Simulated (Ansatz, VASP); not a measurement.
Tc in VASP and in Ansatz

The input INCAR:

```
SYSTEM = Tc
PREC = Accurate
ENCUT = 520
EDIFF = 1E-6
ISMEAR = -1
SIGMA = 0.03
LREAL = .FALSE.
LASPH = .TRUE.
NELM = 80
ALGO = Normal
ISIF = 2
LWAVE = .FALSE.
LCHARG = .FALSE.
GGA = PS
NBANDS = 12
```

The input KPOINTS:

```
regular mesh
0
G
  18 18 18
  0 0 0
```

Contents of POSCAR:

```
Tc
1.0
    0.0000000000      1.9434782122      1.9434782122
    1.9434782122      0.0000000000      1.9434782122
    1.9434782122      1.9434782122      0.0000000000
Tc
1
Direct
    0.0000000000      0.0000000000      0.0000000000
```

Input for Ansatz:

```yaml
crystal:
  lattice:
    - [0.0, 1.9434782122, 1.9434782122]
    - [1.9434782122, 0.0, 1.9434782122]
    - [1.9434782122, 1.9434782122, 0.0]
  atoms:
    - { symbol: Tc, position: [0.0, 0.0, 0.0] }
kpoints:
  mp_grid: { grid: [18, 18, 18] }
  band_path:
    path:
      - [0.0, 0.0, 0.0]
      - [0.5, 0.0, 0.5]
      - [0.625, 0.25, 0.625]
      - [0.375, 0.375, 0.75]
      - [0.0, 0.0, 0.0]
      - [0.5, 0.5, 0.5]
      - [0.5, 0.25, 0.75]
      - [0.5, 0.0, 0.5]
    npoints: 5
scf:
  occupations: { method: fermi_dirac, width: 0.03 }
hamiltonian:
  xc: pbesol
  pseudopotentials: { kind: all_electron, lapw: { basis_error: 0.00025 } }
output:
  forces: true
  stress: true
  eigenvalues: true
```

Change from the starting cell: volume scaled by 0.99.

Alike in both runs: task single point; functional PBEsol; k mesh 18 × 18 × 18; occupations fermi-dirac, width 0.03 eV; no spin polarisation.

|  | VASP | Ansatz |
| --- | --- | --- |
| version | VASP 6.6.1 | Ansatz 0.2.0 |
| potentials or method | VASP PAW PBE potentials, release 64 (Tc_pv), cutoff 520 eV | all-electron LAPW, scalar-relativistic |

VASP gave:

| Item | Value |
| --- | --- |
| pressure (GPa) | -13.1 |

Task: What did Ansatz give for the same quantities?

Result: Pressure (GPa): -12.5.

VASP's potentials were made for PBE, not for PBEsol. Ansatz ran all-electron here, and VASP with PAW potentials.
